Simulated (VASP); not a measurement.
# CuO (P6_3/mmc) in VASP: further runs, part 2 of 2

VASP 6.6.1. Earlier steps stand in the parts before.

**3. Single point, LDA+U, collinear spin, zero start**

Input file INCAR:

```
SYSTEM = CuO
ALGO     = Normal         ! electronic algorithm
EDIFF    = 1E-6           ! SCF threshold, eV
ENCUT    = 600            ! plane-wave cutoff, eV
GGA_COMPAT= .FALSE.      
ISIF     = 2              ! what is computed and relaxed
ISMEAR   = 0              ! smearing method
ISPIN    = 2              ! spin polarisation
LASPH    = .TRUE.         ! aspherical terms in the spheres
LCHARG   = .FALSE.        ! write CHGCAR
LDAU     = .TRUE.         ! DFT+U
LDAUJ    = 0 0          
LDAUL    = 2 -1           ! shell
LDAUPRINT= 1            
LDAUTYPE = 2            
LDAUU    = 5 0            ! U, eV
LMAXMIX  = 4              ! l up to which the mixer works
LORBIT   = 11             ! projections on sites
LREAL    = .FALSE.        ! projectors in reciprocal space
LWAVE    = .FALSE.        ! write WAVECAR
MAGMOM   = 0 0 0 0 0 0 0 0 ! initial moments
NBANDS   = 48             ! bands
NELM     = 200            ! most SCF steps
PREC     = Accurate       ! precision mode
SIGMA    = 0.05           ! smearing width, eV
```

Input file KPOINTS:

```
k-points
0
G
  7 7 2
  0 0 0
```

Input file POSCAR:

```
CuO
1.0
    3.1795331000      0.0000000000      0.0000000000
   -1.5897665500      2.7535564400      0.0000000000
    0.0000000000      0.0000000000      8.8629814600
Cu O
4 4
Direct
    0.0000000000      0.0000000000      0.0000000000
    0.0000000000      0.0000000000      0.2500000000
    0.0000000000      0.0000000000      0.5000000000
    0.0000000000      0.0000000000      0.7500000000
    0.3333333333      0.6666666667      0.1250000000
    0.6666666667      0.3333333333      0.3750000000
    0.3333333333      0.6666666667      0.6250000000
    0.6666666667      0.3333333333      0.8750000000
```

Potentials or basis: VASP PAW LDA potentials, release 64 (Cu, O).

On the command line:

```console
cat potpaw_LDA.64/Cu/POTCAR potpaw_LDA.64/O/POTCAR > POTCAR
mpirun -np 1 vasp_std > vasp.out
```

OUTCAR:

```text
SYSTEM = CuO
   EDIFF = 1E-6
   ENCUT = 600
   ISIF = 2
   ISMEAR = 0
   ISPIN = 2
   LASPH = .TRUE.
   LORBIT = 11
   LREAL = .FALSE.
   NELM = 200
   PREC = Accurate

 ion  position               nearest neighbor table
   1  0.000  0.000  0.000-   5 2.14   8 2.14   8 2.14   5 2.14   8 2.14   5 2.14   2 2.22   4 2.22

   2  0.000  0.000  0.250-   5 2.14   6 2.14   6 2.14   5 2.14   6 2.14   5 2.14   1 2.22   3 2.22

   3  0.000  0.000  0.500-   6 2.14   7 2.14   6 2.14   7 2.14   6 2.14   7 2.14   2 2.22   4 2.22
[... 14 lines left out ...]
 A1 = (   3.1795331000,   0.0000000000,   0.0000000000)
 A2 = (  -1.5897665500,   2.7535564400,   0.0000000000)
 A3 = (   0.0000000000,   0.0000000000,   8.8629814600)

Analysis of symmetry for initial positions (statically):
=====================================================================
 Subroutine PRICEL returns following result:

  LATTYP: Found a hexagonal cell.
 ALAT       =     3.1795331000
 C/A-ratio  =     1.3937551806
[... 12 lines left out ...]
 Subroutine GETGRP returns: Found 24 space group operations
 (whereof 12 operations were pure point group operations)
 out of a pool of 24 trial point group operations.

The static configuration has the point symmetry D_3d.
 The point group associated with its full space group is D_6h.

Analysis of symmetry for dynamics (positions and initial velocities):
=====================================================================
 Subroutine PRICEL returns following result:

  LATTYP: Found a hexagonal cell.
 ALAT       =     3.1795331000
 C/A-ratio  =     1.3937551806
[... 12 lines left out ...]
 Subroutine GETGRP returns: Found 24 space group operations
 (whereof 12 operations were pure point group operations)
 out of a pool of 24 trial point group operations.

The dynamic configuration has the point symmetry D_3d.
 The point group associated with its full space group is D_6h.

Analysis of structural, dynamic, and magnetic symmetry:
=====================================================================
 Subroutine PRICEL returns following result:

[... 1100 lines left out ...]
      1     -13.7558      1.00000
      2     -13.0229      1.00000
      3     -13.0229      1.00000
      4     -12.1474      1.00000
      5      -1.5789      1.00000
      6      -0.7612      1.00000
[... 773 lines left out ...]
     45      16.9463      0.00000
     46      16.9463      0.00000
 [bands above 46 left out]

------------------------ aborting loop because EDIFF is reached ----------------------------------------

  FORCE on cell =-STRESS in cart. coord.  units (eV):
  Direction    XX          YY          ZZ          XY          YZ          ZX
  --------------------------------------------------------------------------------------
  -------------------------------------------------------------------------------------
  Total      -13.5931908    -13.5931908      5.7788061     -0.0000000      0.0000000      0.0000000
  in kB     -280.6692413   -280.6692419    119.3195289     -0.0000000      0.0000000      0.0000000
  external PRESSURE =    -147.3396514 kB  Pullay stress =       0.0000000 kB

 VOLUME and BASIS-vectors are now :
 -----------------------------------------------------------------------------
  energy-cutoff  :      600.00
  volume of cell :       77.60
      direct lattice vectors                 reciprocal lattice vectors
     3.179533100  0.000000000  0.000000000     0.314511587  0.181583349  0.000000000
    -1.589766550  2.753556440  0.000000000     0.000000000  0.363166698  0.000000000
     0.000000000  0.000000000  8.862981460     0.000000000  0.000000000  0.112828849

 POSITION                                       TOTAL-FORCE (eV/Angst)
 -----------------------------------------------------------------------------------
      0.00000      0.00000      0.00000        -0.000000      0.000000      0.000000
      0.00000      0.00000      2.21575        -0.000000     -0.000000      0.000000
      0.00000      0.00000      4.43149        -0.000000      0.000000      0.000000
      0.00000      0.00000      6.64724        -0.000000     -0.000000      0.000000
     -0.00000      1.83570      1.10787        -0.000000     -0.000000     -0.000000
      1.58977      0.91785      3.32362         0.000000     -0.000000     -0.000000
     -0.00000      1.83570      5.53936        -0.000000      0.000000     -0.000000
      1.58977      0.91785      7.75511         0.000000     -0.000000      0.000000
 -----------------------------------------------------------------------------------
    total drift:                                0.000000      0.000000      0.000000

  FREE ENERGIE OF THE ION-ELECTRON SYSTEM (eV)
  ---------------------------------------------------
  free  energy   TOTEN  =       -36.8839552657 eV

  energy  without entropy=      -36.8671627873  energy(sigma->0) =      -36.87555903

 total charge

# of ion       s       p       d       tot
------------------------------------------
    1        0.332   0.356   9.325  10.014
    2        0.332   0.356   9.325  10.014
    3        0.332   0.356   9.325  10.014
    4        0.332   0.356   9.325  10.014
    5        1.568   3.265   0.000   4.832
    6        1.568   3.265   0.000   4.832
    7        1.568   3.265   0.000   4.832
    8        1.568   3.265   0.000   4.832
--------------------------------------------------
tot          7.599  14.483  37.302  59.384

 magnetization (x)

# of ion       s       p       d       tot
------------------------------------------
    1        0.000   0.000  -0.000  -0.000
    2        0.000   0.000  -0.000  -0.000
    3        0.000   0.000  -0.000  -0.000
    4        0.000   0.000  -0.000  -0.000
    5       -0.000  -0.000   0.000  -0.000
    6       -0.000  -0.000   0.000  -0.000
    7       -0.000  -0.000   0.000  -0.000
    8       -0.000  -0.000   0.000  -0.000
--------------------------------------------------
tot          0.000  -0.000  -0.000  -0.000
```

OSZICAR:

```text
N       E                     dE             d eps       ncg     rms          rms(c)
DAV:   1     0.842009708425E+03    0.84201E+03   -0.32990E+04  3360   0.264E+03
DAV:   2     0.138905144657E+03   -0.70310E+03   -0.64664E+03  3080   0.581E+02
DAV:   3    -0.286811829367E+02   -0.16759E+03   -0.15848E+03  3328   0.257E+02
DAV:   4    -0.431209550712E+02   -0.14440E+02   -0.13967E+02  4352   0.852E+01
DAV:   5    -0.433714370829E+02   -0.25048E+00   -0.25015E+00  4144   0.134E+01    0.181E+01
DAV:   6    -0.416414811687E+02    0.17300E+01   -0.41758E+01  4528   0.146E+02    0.154E+01
DAV:   7    -0.368089532952E+02    0.48325E+01   -0.13980E+01  3992   0.942E+01    0.305E+00
DAV:   8    -0.369293749204E+02   -0.12042E+00   -0.17101E+00  3704   0.720E+00    0.198E+00
DAV:   9    -0.368833315283E+02    0.46043E-01   -0.87201E-02  5072   0.311E+00    0.328E-01
DAV:  10    -0.368841894197E+02   -0.85789E-03   -0.10336E-02  4224   0.916E-01    0.267E-01
DAV:  11    -0.368839472621E+02    0.24216E-03   -0.53110E-04  3672   0.328E-01    0.192E-01
DAV:  12    -0.368841359690E+02   -0.18871E-03   -0.16805E-03  3872   0.764E-01    0.115E-01
DAV:  13    -0.368839807722E+02    0.15520E-03   -0.46161E-04  4056   0.489E-01    0.409E-02
DAV:  14    -0.368839622280E+02    0.18544E-04   -0.17190E-04  3816   0.203E-01    0.239E-02
DAV:  15    -0.368839551921E+02    0.70359E-05   -0.29116E-05  4416   0.121E-01    0.722E-03
DAV:  16    -0.368839552657E+02   -0.73604E-07   -0.36257E-06  3048   0.187E-02
   1 F= -.36883955E+02 E0= -.36875559E+02  d E =-.167925E-01  mag=     0.0001
```

It took 3.6 min on 1 thread of Oxide Virtual Turin-like, shared host; peak memory 0.22 GiB.

What came out:

```
Free energy                                           : -36.8840 eV
Pressure                                              : -14.7 GPa
Band gap on the k mesh                                : zero (filled and empty bands overlap)
Net moment                                            : 0.00 μB per cell
Valence electrons inside the program's atomic spheres : Cu 10.01; O 4.83
```

Stress tensor (GPa, compression positive):
```
-28.07   0.00   0.00
  0.00 -28.07   0.00
  0.00   0.00  11.93
```

Eigenvalues of the final occupation matrices:
| site | spin | trace | eigenvalues |
| --- | --- | --- | --- |
| site 1 d | 1 | 4.67 | 0.89 0.89 0.96 0.97 0.97 |
| site 1 d | 2 | 4.67 | 0.89 0.89 0.96 0.97 0.97 |
| site 2 d | 1 | 4.67 | 0.89 0.89 0.96 0.97 0.97 |
| site 2 d | 2 | 4.67 | 0.89 0.89 0.96 0.97 0.97 |
| site 3 d | 1 | 4.67 | 0.89 0.89 0.96 0.97 0.97 |
| site 3 d | 2 | 4.67 | 0.89 0.89 0.96 0.97 0.97 |
| site 4 d | 1 | 4.67 | 0.89 0.89 0.96 0.97 0.97 |
| site 4 d | 2 | 4.67 | 0.89 0.89 0.96 0.97 0.97 |

Caveat: the stress differs along the axes, from -28 to 12 GPa.
